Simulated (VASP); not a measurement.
Input of a VASP 6.6.1 run:

The input INCAR:

```
SYSTEM = SrO
  PREC = Accurate
  ENCUT = 600
  EDIFF = 1E-6
  ISMEAR = 0
  SIGMA = 0.01
  LREAL = .False.
  LASPH = .True.
  NELM = 60
  ALGO = Normal
  ISIF = 3
  LWAVE = .False.
  LCHARG = .False.
  GGA = PS
  IBRION = 2
  NSW = 100
  EDIFFG = -0.002
  PSTRESS = 150.0
```

Contents of KPOINTS:

```
Automatic mesh
0
Gamma
  8 8 8
  0 0 0
```

The input POSCAR:

```
SrO
1.0
    0.0000000000      2.5614442881      2.5614442881
    2.5614442881      0.0000000000      2.5614442881
    2.5614442881      2.5614442881      0.0000000000
Sr O
1 1
Direct
    0.5000000000      0.5000000000      0.5000000000
    0.0000000000      0.0000000000      0.0000000000
```

Potentials or basis: VASP PAW PBE potentials, release 64 (Sr_sv, O).

The run is started by

```bash
$ cat potpaw_PBE.64/Sr_sv/POTCAR potpaw_PBE.64/O/POTCAR > POTCAR
$ mpirun -np 1 vasp_std > vasp.out
```

Task: Predict the band gap on the k mesh.

Result: 3.00 eV, direct.

Task: Predict the space group after relaxing (to 0.05 Å).

Result: Fm-3m (No. 225).

The path:
```
step  energy change (eV)  largest force (eV/Å)  pressure (GPa)  volume (Å³)
   1              0.0000                0.0000            0.53        33.61
   2              0.6614                0.0000           37.46        26.76
   3              0.1545                0.0000           14.64        30.01
   4              0.1609                0.0000           15.00        29.94
```

Caveat: the cell is relaxed towards a set pressure, so the enthalpy falls and the energy may rise; the PAW data sets were made with another functional, which shifts forces and pressure a little. A k mesh can miss the band edges.
